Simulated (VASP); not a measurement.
# ZnCd3Se2S2 in VASP: a series of runs

Runs on ZnCd3Se2S2. Level: PBE. Tasks: single point, relaxation of cell and atoms.

Everything below comes from runs of VASP 6.6.1. Logs are shortened: lines on timing, memory, paths and dates and some standing lists are left out, and cuts for length are marked.

**1. The cell of the first run**

The typed cell holds 8 atoms: a = 5.927 Å, b = 5.949 Å, c = 7.272 Å, α = 113.96°, β = 113.87°, γ = 90.40°.

**2. Single point, PBE**

INCAR reads:

```
PREC     = Accurate       # precision mode
ENCUT    = 520            # plane-wave cutoff, eV
EDIFF    = 1E-7           # SCF threshold, eV
ISMEAR   = 0              # smearing method
SIGMA    = 0.1            # smearing width, eV
LREAL    = F              # projectors in reciprocal space
LASPH    = T              # aspherical terms in the spheres
NELM     = 80             # most SCF steps
ALGO     = Normal         # electronic algorithm
ISIF     = 2              # what is computed and relaxed
LWAVE    = F              # write WAVECAR
LCHARG   = F              # write CHGCAR
GGA      = PE             # functional
NBANDS   = 46             # bands
```

KPOINTS reads:

```
Automatic mesh
0
Gamma
  4 4 4
```

POSCAR reads:

```
ZnCd3Se2S2
1.0
    4.1761815557      4.2052293788      0.0003039143
    4.1918062542     -4.2210357512      0.0000664295
   -4.1837932213      0.0078831385     -5.9480197398
Zn Cd Se S
1 3 2 2
Direct
    0.0076194597      0.0079541828      0.0155614590
    0.7439273008      0.2434043162      0.4872698598
    0.2437882916      0.7434537846      0.4869983456
    0.5035846473      0.5039802512      0.0078156084
    0.6461698734      0.1168503168      0.7627852126
    0.1164459875      0.6462215213      0.7628478931
    0.3555203980      0.3554515668      0.2383579879
    0.8829440418      0.8826840604      0.2383636337
```

Potentials or basis: VASP PAW PBE potentials, release 64 (Zn, Cd, Se, S).

Started as:

```
> cat potpaw_PBE.64/Zn/POTCAR potpaw_PBE.64/Cd/POTCAR potpaw_PBE.64/Se/POTCAR potpaw_PBE.64/S/POTCAR > POTCAR
> mpirun -np 1 vasp_std > vasp.out
```

OUTCAR:

```text
PREC = Accurate
   ENCUT = 520
   EDIFF = 1E-7
   ISMEAR = 0
   LREAL = F
   LASPH = T
   NELM = 80
   ISIF = 2
   GGA = PE

 ion  position               nearest neighbor table
   1  0.008  0.008  0.016-   7 2.38   8 2.38   5 2.49   6 2.49
   2  0.744  0.243  0.487-   8 2.58   7 2.58   5 2.66   6 2.66
   3  0.244  0.743  0.487-   7 2.58   8 2.58   5 2.66   6 2.66
   4  0.504  0.504  0.008-   7 2.60   8 2.60   6 2.66   5 2.67
   5  0.646  0.117  0.763-   1 2.49   2 2.66   3 2.66   4 2.67
   6  0.116  0.646  0.763-   1 2.49   2 2.66   3 2.66   4 2.66
   7  0.356  0.355  0.238-   1 2.38   3 2.58   2 2.58   4 2.60
   8  0.883  0.883  0.238-   1 2.38   2 2.58   3 2.58   4 2.60

  LATTYP: Found a base centered monoclinic cell.
 ALAT       =    18.7657083965
 B/A-ratio  =     0.6339046143
 C/A-ratio  =     0.7063500831
 COS(beta)  =    -0.9899047485

  Lattice vectors:

 A1 = (  -8.3755994755,   4.2289188897,  -5.9480861693)
 A2 = (  -8.3760008428,   4.2289589851,   5.9475829665)
 A3 = (  12.5597940641,  -4.2368421236,   0.0004367733)

Analysis of symmetry for initial positions (statically):
=====================================================================
 Subroutine PRICEL returns:
 Original cell was already a primitive cell.

 Routine SETGRP: Setting up the symmetry group for a
 base centered monoclinic supercell.

 Subroutine GETGRP returns: Found  1 space group operations
 (whereof  1 operations were pure point group operations)
 out of a pool of  4 trial point group operations.

The static configuration has the point symmetry C_1 .

Analysis of symmetry for dynamics (positions and initial velocities):
=====================================================================
 Subroutine PRICEL returns:
 Original cell was already a primitive cell.

 Routine SETGRP: Setting up the symmetry group for a
 base centered monoclinic supercell.

 Subroutine GETGRP returns: Found  1 space group operations
 (whereof  1 operations were pure point group operations)
 out of a pool of  4 trial point group operations.

The dynamic configuration has the point symmetry C_1 .

 Subroutine INISYM returns: Found  1 space group operations
 (whereof  1 operations are pure point group operations),
 and found     1 'primitive' translations

----------------------------------------------------------------------------------------

                                     Primitive cell

  volume of cell :     209.6928

  direct lattice vectors                    reciprocal lattice vectors
     4.176181556  4.205229379  0.000303914     0.119731356  0.118900926 -0.084060569
     4.191806254 -4.221035751  0.000066430     0.119283015 -0.118452987 -0.084059784
    -4.183793221  0.007883138 -5.948019740     0.000007450  0.000004752 -0.168128415

  length of vectors
     5.926588108  5.948813536  7.272078567     0.188518453  0.187951045  0.168128415

  position of ions in fractional coordinates (direct lattice)
     0.007619460  0.007954183  0.015561459
     0.743927301  0.243404316  0.487269860
     0.243788292  0.743453785  0.486998346
     0.503584647  0.503980251  0.007815608
     0.646169873  0.116850317  0.762785213
     0.116445988  0.646221521  0.762847893
     0.355520398  0.355451567  0.238357988
     0.882944042  0.882684060  0.238363634

  ion indices of the primitive-cell ions
   primitive index   ion index
                 1           1
                 2           2
                 3           3
                 4           4
                 5           5
                 6           6
                 7           7
                 8           8

----------------------------------------------------------------------------------------

 KPOINTS: Automatic mesh

Automatic generation of k-mesh.
 Grid dimensions read from file:
 generate k-points for:    4    4    4

 Generating k-lattice:

  Cartesian coordinates                     Fractional coordinates (reciprocal lattice)
     0.029932839  0.029725232 -0.021015142     0.250000000 -0.000000000  0.000000000
     0.029820754 -0.029613247 -0.021014946    -0.000000000  0.250000000  0.000000000
     0.000001862  0.000001188 -0.042032104    -0.000000000  0.000000000  0.250000000

  Length of vectors
     0.047129613  0.046987761  0.042032104

  Shift w.r.t. Gamma in fractional coordinates (k-lattice)
     0.000000000  0.000000000  0.000000000

 Subroutine IBZKPT returns following result:
 ===========================================

 Found     36 irreducible k-points:

 Following reciprocal coordinates:
            Coordinates               Weight
  0.000000  0.000000  0.000000      1.000000
  0.250000 -0.000000  0.000000      2.000000
 -0.250000  0.000000  0.250000      2.000000
  0.500000 -0.000000  0.000000      1.000000
  0.500000 -0.000000  0.500000      1.000000
  0.000000  0.250000  0.000000      2.000000
[... 16 lines left out ...]
 -0.000000 -0.250000  0.500000      2.000000
  0.250000  0.250000  0.250000      2.000000
 [... further k-points ...]
   k-points           NKPTS =     36   k-points in BZ     NKDIM =     36   number of bands    NBANDS=     46
   number of dos      NEDOS =    301   number of ions     NIONS =      8
   total plane-waves  NPLWV = 124416
   dimension x,y,z NGX =    48 NGY =   48 NGZ =   54
   dimension x,y,z NGXF=    96 NGYF=   96 NGZF=  108
   ions per type =               1   3   2   2
   NGX,Y,Z   is equivalent  to a cutoff of  13.46, 13.41, 12.34 a.u.
   NGXF,Y,Z  is equivalent  to a cutoff of  26.93, 26.83, 24.69 a.u.
 SYSTEM =  unknown system
   PREC   = accura    normal or accurate (medium, high low for compatibility)
   ISTART =      0    job   : 0-new  1-cont  2-samecut
   ICHARG =      2    charge: 1-file 2-atom 10-const
   ISPIN  =      1    spin polarized calculation?
   LNONCOLLINEAR =      F non collinear calculations
   LSORBIT =      F    spin-orbit coupling
   LASPH  =      T    aspherical Exc in radial PAW
   ENCUT  =  520.0 eV  38.22 Ry    6.18 a.u.  11.02 11.06 13.52*2*pi/ulx,y,z
   NELM   =     80;   NELMIN=  2; NELMDL= -5     # of ELM steps
   EDIFF  = 0.1E-06   stopping-criterion for ELM
   LREAL  =      F    real-space projection
   EDIFFG = 0.1E-05   stopping-criterion for IOM
   NSW    =      0    number of steps for IOM
   IBRION =     -1    ionic relax: 0-MD 1-quasi-New 2-CG
   NFREE  =      0    steps in history (QN), initial steepest desc. (CG)
   ISIF   =      2    stress and relaxation
   ISYM   =      2    0-nonsym 1-usesym 2-fastsym
   POTIM  = 0.5000    time-step for ionic-motion
   TEBEG  =    0.0;   TEEND  =   0.0 temperature during run
   PSTRESS=    0.0 pullay stress
   NELECT =      72.0000    total number of electrons
   NUPDOWN=      -1.0000    fix difference up-down
   EMIN   =  10.00;   EMAX   =-10.00  energy-range for DOS
   EFERMI =   0.00;   METHOD = LEGACY
   ISMEAR =     0;   SIGMA  =   0.10  broadening in eV -4-tet -1-fermi 0-gaus
   EFERMI_NEDOS =   21; number of points for ismear=-14 and -15
   IALGO  =     38    algorithm
   IMIX   =      4    mixing-type and parameters
     AMIX     =   0.40;   BMIX     =  1.00
     AMIX_MAG =   1.60;   BMIX_MAG =  1.00
  volume/ion in A,a.u.               =      26.21       176.88
  Fermi-wavevector in a.u.,A,eV,Ry     =   1.146369  2.166324 17.880262  1.314162
  Thomas-Fermi vector in A             =   2.283054
   LORBIT       =      0    0 simple, 1 ext, 2 COOP (PROOUT), +10 PAW based schemes
   GGA     = PE    functional components
   LHFCALC =     F    Hartree Fock is set to
   AEXX    =    0.0000 exact exchange contribution
   IVDW    =     0    specifies the selected vdW correction
   LEPSILON=     F    determine dielectric tensor
   LRPA    =     F    only Hartree local field effects (RPA)
 non-spin polarized calculation
 Gauss-broadening in eV      SIGMA  =   0.10
  energy-cutoff  :      520.00
  volume of cell :      209.69
 maximum number of plane-waves:      5668
 NGX is ok and might be reduce to    48

 number of electron      71.9999994 magnetization

 Free energy of the ion-electron system (eV)
  ---------------------------------------------------
  ext. energy  EPLUGINS =         0.00000000
  ---------------------------------------------------
  free energy    TOTEN  =       -23.81000835 eV

  energy without entropy =      -23.81000835  energy(sigma->0) =      -23.81000835

 E-fermi :   1.4007     XC(G=0):  -8.9300

 val. band max:        0.9972192776   @ k =   0.0000   0.0000   0.0000
 cond. band min:       1.8026057294   @ k =   0.0000   0.0000   0.0000
 fundamental gap:      0.8053864518
 Fermi energy:         1.4007386128

 k-point     1 :       0.0000    0.0000    0.0000
  band No.  band energies     occupation
      1     -11.4647      2.00000
      2     -10.8500      2.00000
      3     -10.8476      2.00000
      4     -10.8293      2.00000
      5      -6.7412      2.00000
      6      -6.7388      2.00000
[... 38 lines left out ...]
     45       7.1497      0.00000
     46       7.1688      0.00000

 k-point     2 :       0.2500   -0.0000    0.0000
  band No.  band energies     occupation
      1     -11.3636      2.00000
      2     -10.9064      2.00000
      3     -10.8659      2.00000
      4     -10.8585      2.00000
      5      -6.7269      2.00000
      6      -6.7086      2.00000
[... 38 lines left out ...]
     45       7.4560      0.00000
     46       7.6668      0.00000

 k-point     3 :      -0.2500    0.0000    0.2500
  band No.  band energies     occupation
      1     -11.3637      2.00000
      2     -10.9058      2.00000
      3     -10.8668      2.00000
      4     -10.8583      2.00000
      5      -6.7268      2.00000
      6      -6.7087      2.00000
[... 1018 lines left out ...]
     45       7.6504      0.00000
     46       7.7948      0.00000

 k-point    24 :       0.2500    0.2500    0.2500
  band No.  band energies     occupation
      1     -11.1606      2.00000
      2     -11.0124      2.00000
      3     -10.9191      2.00000
      4     -10.9035      2.00000
      5      -6.6860      2.00000
      6      -6.6785      2.00000
[... 38 lines left out ...]
     45       7.5013      0.00000
     46       7.9989      0.00000

 [... further k-points ...]
[... 5 lines left out ...]
  --------------------------------------------------------------------------------------
  -------------------------------------------------------------------------------------
  Total        0.2941232      0.2651630      0.1621488      0.0522337      0.0055955     -0.0031343
  in kB        2.2472753      2.0260028      1.2389131      0.3990966      0.0427528     -0.0239481
  external PRESSURE =       1.8373971 kB  Pullay stress =       0.0000000 kB

 VOLUME and BASIS-vectors are now :
 -----------------------------------------------------------------------------
  energy-cutoff  :      520.00
  volume of cell :      209.69
      direct lattice vectors                 reciprocal lattice vectors
     4.176181556  4.205229379  0.000303914     0.119731356  0.118900926 -0.084060569
     4.191806254 -4.221035751  0.000066430     0.119283015 -0.118452987 -0.084059784
    -4.183793221  0.007883138 -5.948019740     0.000007450  0.000004752 -0.168128415

 POSITION                                       TOTAL-FORCE (eV/Angst)
 -----------------------------------------------------------------------------------
      0.00006     -0.00141     -0.09256        -0.001562      0.001880     -0.014958
      2.08844      2.10481     -2.89805         0.001124     -0.005365      0.005654
      2.09702     -2.10912     -2.89655        -0.005391     -0.002034     -0.006854
      4.18295     -0.00957     -0.04630         0.002784      0.003259      0.022434
     -0.00300      2.23008     -4.53686        -0.006340     -0.006507     -0.012472
      0.00354     -2.23203     -4.53736         0.009963      0.005112     -0.004345
      1.97746     -0.00345     -1.41763        -0.031836      0.006466      0.002412
      6.39011     -0.01098     -1.41746         0.031257     -0.002811      0.008128
 -----------------------------------------------------------------------------------
    total drift:                                0.000283      0.000118     -0.000531

  FREE ENERGIE OF THE ION-ELECTRON SYSTEM (eV)
  ---------------------------------------------------
  free  energy   TOTEN  =       -23.8100083528 eV

  energy  without entropy=      -23.8100083527  energy(sigma->0) =      -23.81000835
```

It took 4 min on 1 thread of AMD EPYC 9R45 (Zen 5), shared host; peak memory 0.52 GiB.

What came out:

```yaml
Free_energy: -23.8100 eV
Pressure: 0.2 GPa
Largest_force: 0.033 eV/Å
Band_gap_on_the_k_mesh: 0.81 eV, direct
```

Forces on the atoms (eV/Å):
```
Zn  -0.002  0.002 -0.015
Cd   0.001 -0.005  0.006
Cd  -0.005 -0.002 -0.007
Cd   0.003  0.003  0.022
Se  -0.006 -0.007 -0.012
Se   0.010  0.005 -0.004
S   -0.032  0.006  0.002
S    0.031 -0.003  0.008
```

**3. Single point, PBE**

This run uses another cell than the first one, of the same volume but with other edges.

INCAR reads:

```
PREC = Accurate
ENCUT = 520
EDIFF = 1E-6
ISMEAR = 0
SIGMA = 0.02
LREAL = False
LASPH = True
NELM = 60
ALGO = Normal
ISIF = 2
LWAVE = False
LCHARG = False
GGA = PE
NBANDS = 46
```

KPOINTS reads:

```
Automatic mesh
0
Gamma
  6 6 6
```

POSCAR reads:

```
ZnCd3Se2S2
1.0
    0.0000000000      4.2165333143      5.9300061061
    4.1882904196      0.0000000000      5.9300061061
    4.1882904196      4.2165333143      0.0000000000
Zn Cd Se S
1 3 2 2
Direct
    0.9920794253      0.9920794253      0.0079205747
    0.7564252750      0.7564252750      0.7435747250
    0.2564252750      0.2564252750      0.2435747250
    0.4963034804      0.4963034804      0.5036965196
    0.8832116535      0.3539579161      0.6460420839
    0.3539579161      0.8832116535      0.1167883465
    0.6446469908      0.1169499838      0.3553530092
    0.1169499838      0.6446469908      0.8830500162
```

Potentials or basis: VASP PAW PBE potentials, release 64 (Zn, Cd, Se, S).

Started as:

```
> cat potpaw_PBE.64/Zn/POTCAR potpaw_PBE.64/Cd/POTCAR potpaw_PBE.64/Se/POTCAR potpaw_PBE.64/S/POTCAR > POTCAR
> mpirun -np 1 vasp_std > vasp.out
```

Wall time 5.3 min (1 thread of AMD EPYC 9R45 (Zen 5), shared host); peak memory 0.62 GiB.

Results (log left out):

```yaml
Free_energy: -23.8137 eV
Pressure: 0.2 GPa
Largest_force: 0.017 eV/Å
Band_gap_on_the_k_mesh: 0.81 eV, direct
```

Forces on the atoms (eV/Å):
```
Zn   0.000  0.000 -0.007
Cd   0.000  0.000  0.003
Cd   0.000  0.000  0.003
Cd   0.000  0.000  0.002
Se   0.000  0.011 -0.009
Se   0.000 -0.011 -0.009
S   -0.015  0.000  0.009
S    0.015  0.000  0.009
```

Levels at points of the mesh, in eV from the valence-band top:
```tsv
k point	band 34	band 35	band 36	band 37	band 38	band 39
(0.00, 0.00, 0.00)	-0.10	-0.05	0.00	0.81	3.33	3.77
(0.50, 0.00, 0.00)	-1.22	-0.79	-0.75	3.46	3.56	4.51
(0.50, 0.50, 0.00)	-1.27	-0.85	-0.68	3.14	3.22	3.44
(0.50, 0.00, 0.50)	-0.75	-0.60	-0.41	2.50	2.62	3.68
(0.00, 0.50, 0.50)	-0.78	-0.60	-0.36	2.45	2.73	3.88
```

As with any semilocal functional, this PBE gap is likely too small.

**4. Single point, PBE**

This run uses another cell than the first one, of the same volume but with other edges.

INCAR reads:

```
PREC     = Accurate       # precision mode
ENCUT    = 520            # plane-wave cutoff, eV
EDIFF    = 1E-7           # SCF threshold, eV
ISMEAR   = 0              # smearing method
SIGMA    = 0.15           # smearing width, eV
LREAL    = F              # projectors in reciprocal space
LASPH    = T              # aspherical terms in the spheres
NELM     = 100            # most SCF steps
ALGO     = Normal         # electronic algorithm
ISIF     = 2              # what is computed and relaxed
LWAVE    = F              # write WAVECAR
LCHARG   = F              # write CHGCAR
GGA      = PE             # functional
NBANDS   = 46             # bands
```

KPOINTS reads:

```
regular mesh
0
Gamma
  3 3 3
```

POSCAR reads:

```
ZnCd3Se2S2
1.0
    0.0000000000      4.2168232938      5.9305153553
    4.1875022754      0.0000000000      5.9305153553
    4.1875022754      4.2168232938      0.0000000000
Zn Cd Se S
1 3 2 2
Direct
    0.0078665362      0.0078665362     -0.0078665362
    0.7432443371      0.7432443371      0.7567556629
    0.2432443371      0.2432443371      0.2567556629
    0.5047784103      0.5047784103      0.4952215897
    0.6451332311      0.1172551752      0.8827448248
    0.1172551752      0.6451332311      0.3548667689
    0.3553737810      0.8831041920      0.6446262190
    0.8831041920      0.3553737810      0.1168958080
```

Potentials or basis: VASP PAW PBE potentials, release 64 (Zn, Cd, Se, S).

Started as:

```
> cat potpaw_PBE.64/Zn/POTCAR potpaw_PBE.64/Cd/POTCAR potpaw_PBE.64/Se/POTCAR potpaw_PBE.64/S/POTCAR > POTCAR
> mpirun -np 1 vasp_std > vasp.out
```

OUTCAR:

```text
PREC = Accurate
   ENCUT = 520
   EDIFF = 1E-7
   ISMEAR = 0
   LREAL = F
   LASPH = T
   NELM = 100
   ISIF = 2
   GGA = PE

 ion  position               nearest neighbor table
   1  0.008  0.008  0.992-   7 2.38   8 2.38   5 2.49   6 2.49
   2  0.743  0.743  0.757-   7 2.57   8 2.57   5 2.66   6 2.66
   3  0.243  0.243  0.257-   7 2.57   8 2.57   5 2.66   6 2.66
   4  0.505  0.505  0.495-   7 2.59   8 2.59   5 2.67   6 2.67
   5  0.645  0.117  0.883-   1 2.49   2 2.66   3 2.66   4 2.67
   6  0.117  0.645  0.355-   1 2.49   2 2.66   3 2.66   4 2.67
   7  0.355  0.883  0.645-   1 2.38   2 2.57   3 2.57   4 2.59
[... 588 lines left out ...]
  Total        0.3863168      0.2823622      0.2947394      0.0000000      0.0000000      0.0000000
  in kB        2.9552299      2.1600028      2.2546848      0.0000000      0.0000000      0.0000000
  external PRESSURE =       2.4566392 kB  Pullay stress =       0.0000000 kB

 VOLUME and BASIS-vectors are now :
 -----------------------------------------------------------------------------
  energy-cutoff  :      520.00
  volume of cell :      209.44
      direct lattice vectors                 reciprocal lattice vectors
     0.000000000  4.216823294  5.930515355    -0.119402920  0.118572671  0.084309705
     4.187502275  0.000000000  5.930515355     0.119402920 -0.118572671  0.084309705
     4.187502275  4.216823294  0.000000000     0.119402920  0.118572671 -0.084309705

 POSITION                                       TOTAL-FORCE (eV/Angst)
 -----------------------------------------------------------------------------------
      4.18750      4.21682      0.09331         0.000000      0.000000     -0.040399
      6.28125      6.32523      8.81564         0.000000      0.000000      0.026763
      2.09375      2.10841      2.88513         0.000000      0.000000      0.026763
      4.18750      4.21682      5.98719         0.000000      0.000000     -0.054212
      4.18750      6.44279      4.52136         0.000000      0.036560      0.033972
      4.18750      1.99085      4.52136         0.000000     -0.036560      0.033972
      6.39737      4.21682      7.34481         0.030431      0.000000     -0.013429
      1.97763      4.21682      7.34481        -0.030431      0.000000     -0.013429
 -----------------------------------------------------------------------------------
    total drift:                                0.000041      0.000032      0.001060

  FREE ENERGIE OF THE ION-ELECTRON SYSTEM (eV)
  ---------------------------------------------------
  free  energy   TOTEN  =       -23.7935670774 eV

  energy  without entropy=      -23.7935621883  energy(sigma->0) =      -23.79356463
```

stdout:

```text
POSCAR found type information on POSCAR ZnCdSeS
 POSCAR found :  4 types and       8 ions
 scaLAPACK will be used
 LDA part: xc-table for (Slater+PW92), standard interpolation
 POSCAR, INCAR and KPOINTS ok, starting setup
 FFT: planning ... GRIDC
 FFT: planning ... GRID_SOFT
 FFT: planning ... GRID
 WAVECAR not read
 entering main loop
```

Wall time 2.8 min (1 thread of Intel Xeon 6975P-C, shared host); peak memory 0.41 GiB.

What came out:

- Free energy: -23.7936 eV
- Pressure: 0.2 GPa
- Largest force: 0.054 eV/Å
- Band gap on the k mesh: 0.81 eV, direct

Forces on the atoms (eV/Å):
```
Zn   0.000  0.000 -0.040
Cd   0.000  0.000  0.027
Cd   0.000  0.000  0.027
Cd   0.000  0.000 -0.054
Se   0.000  0.037  0.034
Se   0.000 -0.037  0.034
S    0.030  0.000 -0.013
S   -0.030  0.000 -0.013
```

Expect the measured gap to be larger: semilocal functionals such as PBE lack the derivative discontinuity.

(Part 1 of 2 ends here.)
